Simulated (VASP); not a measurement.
# Pt in VASP: settings compared, part 3 of 3

VASP 6.6.1. Earlier steps stand in the parts before.

## Step 4: Single point, PBEsol

INCAR

```
SYSTEM = Pt
  PREC = Accurate
  ENCUT = 520
  EDIFF = 1E-6
  ISMEAR = -1
  SIGMA = 0.05
  LREAL = .False.
  LASPH = .True.
  NELM = 100
  ALGO = Fast
  ISIF = 2
  LWAVE = .False.
  LCHARG = .False.
  GGA = PS
  NBANDS = 11
```

KPOINTS

```
Automatic mesh
0
Gamma
  9 9 9
  0 0 0
```

POSCAR

```
Pt
1.0
   -1.5842200000      1.5842200000      1.5842200000
    1.5842200000     -1.5842200000      1.5842200000
    1.5842200000      1.5842200000     -1.5842200000
Pt
1
Direct
    0.0000000000      0.0000000000      0.0000000000
```

Potentials or basis: VASP PAW PBE potentials, release 64 (Pt).

Run with:

```
cat potpaw_PBE.64/Pt/POTCAR > POTCAR
mpirun -np 1 vasp_std > vasp.out
```

OUTCAR:

```text
SYSTEM = Pt
   PREC = Accurate
   ENCUT = 520
   EDIFF = 1E-6
   ISMEAR = -1
   LREAL = .False.
   LASPH = .True.
   NELM = 100
   ISIF = 2
   GGA = PS

 ion  position               nearest neighbor table
   1  0.000  0.000  0.000-

  LATTYP: Found a body centered cubic cell.
 ALAT       =     3.1684400000

  Lattice vectors:

 A1 = (  -1.5842200000,   1.5842200000,   1.5842200000)
 A2 = (   1.5842200000,  -1.5842200000,   1.5842200000)
 A3 = (   1.5842200000,   1.5842200000,  -1.5842200000)

Analysis of symmetry for initial positions (statically):
=====================================================================
 Subroutine PRICEL returns:
 Original cell was already a primitive cell.

 Routine SETGRP: Setting up the symmetry group for a
 body centered cubic supercell.

 Subroutine GETGRP returns: Found 48 space group operations
[... 9 lines left out ...]

 Routine SETGRP: Setting up the symmetry group for a
 body centered cubic supercell.

 Subroutine GETGRP returns: Found 48 space group operations
[... 11 lines left out ...]
                                     Primitive cell

  volume of cell :      15.9040

  direct lattice vectors                    reciprocal lattice vectors
    -1.584220000  1.584220000  1.584220000     0.000000000  0.315612731  0.315612731
     1.584220000 -1.584220000  1.584220000     0.315612731  0.000000000  0.315612731
     1.584220000  1.584220000 -1.584220000     0.315612731  0.315612731  0.000000000

  length of vectors
     2.743949530  2.743949530  2.743949530     0.446343804  0.446343804  0.446343804

  position of ions in fractional coordinates (direct lattice)
     0.000000000  0.000000000  0.000000000

  ion indices of the primitive-cell ions
   primitive index   ion index
                 1           1

----------------------------------------------------------------------------------------

 KPOINTS: Automatic mesh

Automatic generation of k-mesh.
 Grid dimensions read from file:
 generate k-points for:    9    9    9

 Generating k-lattice:

  Cartesian coordinates                     Fractional coordinates (reciprocal lattice)
     0.000000000  0.035068081  0.035068081     0.111111111  0.000000000  0.000000000
     0.035068081  0.000000000  0.035068081     0.000000000  0.111111111  0.000000000
     0.035068081  0.035068081  0.000000000     0.000000000  0.000000000  0.111111111

  Length of vectors
     0.049593756  0.049593756  0.049593756

  Shift w.r.t. Gamma in fractional coordinates (k-lattice)
     0.000000000  0.000000000  0.000000000

 Subroutine IBZKPT returns following result:
 ===========================================

 Found     35 irreducible k-points:

 Following reciprocal coordinates:
            Coordinates               Weight
  0.000000  0.000000  0.000000      1.000000
  0.111111  0.000000  0.000000     12.000000
  0.222222  0.000000  0.000000     12.000000
  0.333333  0.000000  0.000000     12.000000
  0.444444  0.000000  0.000000     12.000000
  0.111111  0.111111  0.000000     24.000000
[... 16 lines left out ...]
 -0.333333  0.444444  0.111111     48.000000
 -0.444444 -0.444444  0.111111     24.000000
 [... further k-points ...]
   k-points           NKPTS =     35   k-points in BZ     NKDIM =     35   number of bands    NBANDS=     11
   number of dos      NEDOS =    301   number of ions     NIONS =      1
   total plane-waves  NPLWV =   8000
   dimension x,y,z NGX =    20 NGY =   20 NGZ =   20
   dimension x,y,z NGXF=    40 NGYF=   40 NGZF=   40
   ions per type =               1
   NGX,Y,Z   is equivalent  to a cutoff of  12.12, 12.12, 12.12 a.u.
   NGXF,Y,Z  is equivalent  to a cutoff of  24.23, 24.23, 24.23 a.u.
 SYSTEM =  Pt
   PREC   = accura    normal or accurate (medium, high low for compatibility)
   ISTART =      0    job   : 0-new  1-cont  2-samecut
   ICHARG =      2    charge: 1-file 2-atom 10-const
   ISPIN  =      1    spin polarized calculation?
   LNONCOLLINEAR =      F non collinear calculations
   LSORBIT =      F    spin-orbit coupling
   LASPH  =      T    aspherical Exc in radial PAW
   ENCUT  =  520.0 eV  38.22 Ry    6.18 a.u.   5.10  5.10  5.10*2*pi/ulx,y,z
   NELM   =    100;   NELMIN=  2; NELMDL= -5     # of ELM steps
   EDIFF  = 0.1E-05   stopping-criterion for ELM
   LREAL  =      F    real-space projection
   EDIFFG = 0.1E-04   stopping-criterion for IOM
   NSW    =      0    number of steps for IOM
   IBRION =     -1    ionic relax: 0-MD 1-quasi-New 2-CG
   NFREE  =      0    steps in history (QN), initial steepest desc. (CG)
   ISIF   =      2    stress and relaxation
   ISYM   =      2    0-nonsym 1-usesym 2-fastsym
   POTIM  = 0.5000    time-step for ionic-motion
   TEBEG  =    0.0;   TEEND  =   0.0 temperature during run
   PSTRESS=    0.0 pullay stress
   NELECT =      10.0000    total number of electrons
   NUPDOWN=      -1.0000    fix difference up-down
   EMIN   =  10.00;   EMAX   =-10.00  energy-range for DOS
   EFERMI =   0.00;   METHOD = LEGACY
   ISMEAR =    -1;   SIGMA  =   0.05  broadening in eV -4-tet -1-fermi 0-gaus
   EFERMI_NEDOS =   21; number of points for ismear=-14 and -15
   IALGO  =     68    algorithm
   IMIX   =      4    mixing-type and parameters
     AMIX     =   0.40;   BMIX     =  1.00
     AMIX_MAG =   1.60;   BMIX_MAG =  1.00
  volume/ion in A,a.u.               =      15.90       107.33
  Fermi-wavevector in a.u.,A,eV,Ry     =   1.402510  2.650360 26.763132  1.967035
  Thomas-Fermi vector in A             =   2.525265
   LORBIT       =      0    0 simple, 1 ext, 2 COOP (PROOUT), +10 PAW based schemes
   GGA     = PS    functional components
   LHFCALC =     F    Hartree Fock is set to
   AEXX    =    0.0000 exact exchange contribution
   IVDW    =     0    specifies the selected vdW correction
   LEPSILON=     F    determine dielectric tensor
   LRPA    =     F    only Hartree local field effects (RPA)
 non-spin polarized calculation
 RMM-DIIS sequential band-by-band and
  energy-cutoff  :      520.00
  volume of cell :       15.90
 maximum number of plane-waves:       437
   NGX = 11   NGY = 11   NGZ = 11

 number of electron      10.0000000 magnetization

 Free energy of the ion-electron system (eV)
  ---------------------------------------------------
  ext. energy  EPLUGINS =         0.00000000
  ---------------------------------------------------
  free energy    TOTEN  =        -6.84449203 eV

  energy without entropy =       -6.83361123  energy(sigma->0) =       -6.83905163

 E-fermi :   9.7754     XC(G=0): -13.3110

 val. band max:        9.7541583784   @ k =  -0.3333   0.4444   0.2222
 cond. band min:       9.7872348428   @ k =   0.4444   0.1111   0.0000
 fundamental gap:      0.0330764644
 Fermi energy:         9.7754216740

 k-point     1 :       0.0000    0.0000    0.0000
  band No.  band energies     occupation
      1       0.4060      2.00000
      2       6.4381      2.00000
      3       6.4381      2.00000
      4       6.4381      2.00000
      5       8.9229      2.00000
      6       8.9229      2.00000
      7      26.9904      0.00000
      8      26.9904      0.00000
      9      26.9904      0.00000
     10      36.9144      0.00000
     11      36.9246      0.00000

 k-point     2 :       0.1111    0.0000    0.0000
  band No.  band energies     occupation
      1       0.8966      2.00000
      2       6.2506      2.00000
      3       6.4316      2.00000
      4       6.8324      2.00000
      5       8.7042      2.00000
      6       8.9375      2.00000
      7      27.1422      0.00000
      8      27.2260      0.00000
      9      27.7099      0.00000
     10      33.4098      0.00000
     11      33.6848      0.00000

 k-point     3 :       0.2222    0.0000    0.0000
  band No.  band energies     occupation
      1       2.1592      2.00000
      2       5.8063      2.00000
      3       6.4166      2.00000
      4       7.9372      2.00000
      5       8.4852      2.00000
      6       8.9993      2.00000
      7      25.3291      0.00000
      8      26.3633      0.00000
      9      29.6696      0.00000
     10      32.1371      0.00000
     11      32.3065      0.00000
[... 267 lines left out ...]
 k-point    23 :      -0.3333    0.4444    0.1111
  band No.  band energies     occupation
      1       4.3754      2.00000
      2       5.7054      2.00000
      3       6.4686      2.00000
      4       8.1311      2.00000
      5       9.6323      1.89186
      6      11.7570      0.00000
      7      19.0511      0.00000
      8      22.9249      0.00000
      9      26.8190      0.00000
     10      30.3544      0.00000
     11      34.2705      0.00000

 k-point    24 :      -0.4444   -0.4444    0.1111
  band No.  band energies     occupation
      1       4.3310      2.00000
      2       5.7640      2.00000
      3       6.5264      2.00000
      4       8.2026      2.00000
      5      10.2723      0.00010
      6      14.1355      0.00000
      7      15.9028      0.00000
      8      21.9229      0.00000
      9      26.2448      0.00000
     10      31.4418      0.00000
     11      33.5604      0.00000

 [... further k-points ...]
[... 5 lines left out ...]
  --------------------------------------------------------------------------------------
  -------------------------------------------------------------------------------------
  Total       -1.1836476     -1.1836476     -1.1836476     -0.0000000      0.0000000     -0.0000000
  in kB     -119.2412506   -119.2412506   -119.2412506     -0.0000000      0.0000000     -0.0000000
  external PRESSURE =    -119.2412506 kB  Pullay stress =       0.0000000 kB

 VOLUME and BASIS-vectors are now :
 -----------------------------------------------------------------------------
  energy-cutoff  :      520.00
  volume of cell :       15.90
      direct lattice vectors                 reciprocal lattice vectors
    -1.584220000  1.584220000  1.584220000     0.000000000  0.315612731  0.315612731
     1.584220000 -1.584220000  1.584220000     0.315612731  0.000000000  0.315612731
     1.584220000  1.584220000 -1.584220000     0.315612731  0.315612731  0.000000000

 POSITION                                       TOTAL-FORCE (eV/Angst)
 -----------------------------------------------------------------------------------
      0.00000      0.00000      0.00000         0.000000      0.000000     -0.000000
 -----------------------------------------------------------------------------------
    total drift:                                0.000000     -0.000000      0.000000

  FREE ENERGIE OF THE ION-ELECTRON SYSTEM (eV)
  ---------------------------------------------------
  free  energy   TOTEN  =        -6.8444920299 eV

  energy  without entropy=       -6.8336112322  energy(sigma->0) =       -6.83905163
```

It took 3.4 s on 1 thread of AMD EPYC 9R45 (Zen 5), shared host; peak memory 0.09 GiB.

Results:

```yaml
Free_energy: -6.8445 eV
Pressure: -11.9 GPa
Band_gap_on_the_k_mesh: zero (band 5 reaches 10.66 eV, above the bottom of band 6 at 8.92 eV)
```

Caveat: the PAW data sets were made with another functional, which shifts forces and pressure a little; spin-orbit coupling is left out, which moves the levels of the heavy elements.

## Step 5: Single point, PBEsol, non-collinear spin, zero start, spin-orbit coupling

INCAR

```
ALGO = Normal ; EDIFF = 1E-6
ENCUT = 520 ; GGA = PS
GGA_COMPAT = False ; ISIF = 2
ISMEAR = -1 ; LASPH = True
LCHARG = True ; LMAXMIX = 4
LNONCOLLINEAR = True ; LORBIT = 11
LORBMOM = True ; LREAL = False
LSORBIT = True ; LVHAR = True
LWAVE = False ; MAGMOM = 0 0 0
NBANDS = 21 ; NELM = 150
PREC = Accurate ; SIGMA = 0.05
```

KPOINTS

```
k-points
0
Gamma
  9 9 9
```

POSCAR is that of step 4.

Run with:

```
cat potpaw_PBE.64/Pt/POTCAR > POTCAR
mpirun -np 1 vasp_ncl > vasp.out
```

It took 12 s on 1 thread of AMD EPYC 9R45 (Zen 5), shared host; peak memory 0.13 GiB.

The run converged. Its results:

| Item | Value |
| --- | --- |
| Free energy | -7.2237 eV |
| Pressure | -11.1 GPa |
| Net moment | 0.00 μB per cell |
| Valence electrons inside the program's atomic spheres | Pt 9.17 |

Moments on the atoms (μB; x, y, z):
```
Pt  0.00 0.00 0.00
```

Caveat: the PAW data sets were made with another functional, which shifts forces and pressure a little.

## Step 6: Summary

```csv
level,potentials or basis,spin,cell,k mesh,smearing,gap on the mesh (eV),pressure (GPa)
PBE,"VASP PAW PBE potentials, release 64 (Pt)",off,"a = 2.716, b = 2.768, c = 2.698 Å, angles 110.7, 107.3, 108.8°, 1 atom",12 × 12 × 12,fermi-dirac 0.05 eV,none,-1.3
LDA,"VASP PAW LDA potentials, release 64 (Pt)",off,"a = 2.744 Å, angles 109.5°, 1 atom",12 × 12 × 12,gaussian 0.05 eV,none,-15.7
PBEsol,"VASP PAW PBE potentials, release 64 (Pt)",off,"a = 2.744 Å, angles 109.5°, 1 atom",9 × 9 × 9,fermi-dirac 0.05 eV,none,-11.9
PBEsol,"VASP PAW PBE potentials, release 64 (Pt)","non-collinear, zero start, SOC","a = 2.744 Å, angles 109.5°, 1 atom",9 × 9 × 9,fermi-dirac 0.05 eV,-,-11.1
```

Alike in all rows: task single point; cutoff (eV) 520.

Caveats: spin-orbit coupling is left out, which moves the levels of the heavy elements (some runs); the PAW data sets were made with another functional, which shifts forces and pressure a little (some runs).

Total energies depend on the potentials used, so only differences within one code and one set of settings carry meaning.
